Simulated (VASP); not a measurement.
A run of VASP 6.6.1:

File INCAR:

```
ALGO = Normal
DIPOL = 0.5 0.5 0.500
EDIFF = 1E-6
EDIFFG = -0.03
ENCUT = 520
GGA = PE
IBRION = 2
IDIPOL = 3
ISIF = 2
ISMEAR = 0
IVDW = 12
LASPH = T
LCHARG = F
LDIPOL = T
LREAL = Auto
LWAVE = F
NELM = 80
NSW = 90
PREC = Accurate
SIGMA = 0.05
```

File KPOINTS:

```
k-points
0
Gamma
  2 2 1
```

File POSCAR:

```
CaO
1.0
    6.7646985745      0.0000000000      0.0000000000
    0.0000000000      6.7646985745      0.0000000000
    0.0000000000      0.0000000000     20.7833642347
Ca O
12 12
Selective dynamics
Direct
    0.2500000000      0.2500000000      0.3849232448  F F F
    0.2500000000      0.7500000000      0.3849232448  F F F
    0.7500000000      0.2500000000      0.3849232448  F F F
    0.7500000000      0.7500000000      0.3849232448  F F F
    0.5000000000      0.5000000000      0.5000000000  T T T
    0.5000000000      0.0000000000      0.5000000000  T T T
    0.0000000000      0.5000000000      0.5000000000  T T T
    0.0000000000      0.0000000000      0.5000000000  T T T
    0.7500000000      0.7500000000      0.6150767552  T T T
    0.7500000000      0.2500000000      0.6150767552  T T T
    0.2500000000      0.7500000000      0.6150767552  T T T
    0.2500000000      0.2500000000      0.6150767552  T T T
    0.5000000000      0.5000000000      0.3849232448  F F F
    0.5000000000      0.0000000000      0.3849232448  F F F
    0.0000000000      0.5000000000      0.3849232448  F F F
    0.0000000000      0.0000000000      0.3849232448  F F F
    0.7500000000      0.7500000000      0.5000000000  T T T
    0.7500000000      0.2500000000      0.5000000000  T T T
    0.2500000000      0.7500000000      0.5000000000  T T T
    0.2500000000      0.2500000000      0.5000000000  T T T
    0.0000000000      0.0000000000      0.6150767552  T T T
    0.0000000000      0.5000000000      0.6150767552  T T T
    0.5000000000      0.0000000000      0.6150767552  T T T
    0.5000000000      0.5000000000      0.6150767552  T T T
```

Potentials or basis: VASP PAW PBE potentials, release 64 (Ca_sv, O).

Launch:

```bash
$ cat potpaw_PBE.64/Ca_sv/POTCAR potpaw_PBE.64/O/POTCAR > POTCAR
$ mpirun -np 4 vasp_std > vasp.out
```

Hardware: 4 MPI ranks on Intel(R) Xeon(R) Platinum 8259CL CPU @ 2.50GHz (Skylake/Cascade Lake), with other jobs on the host.

How long does it take, and how much memory?

Wall time 26 min on 4 MPI ranks on Intel(R) Xeon(R) Platinum 8259CL CPU @ 2.50GHz (Skylake/Cascade Lake) (shared host), peak memory 0.39 GiB a rank. Counts: scf iterations 125, k points 3, ion steps 12.
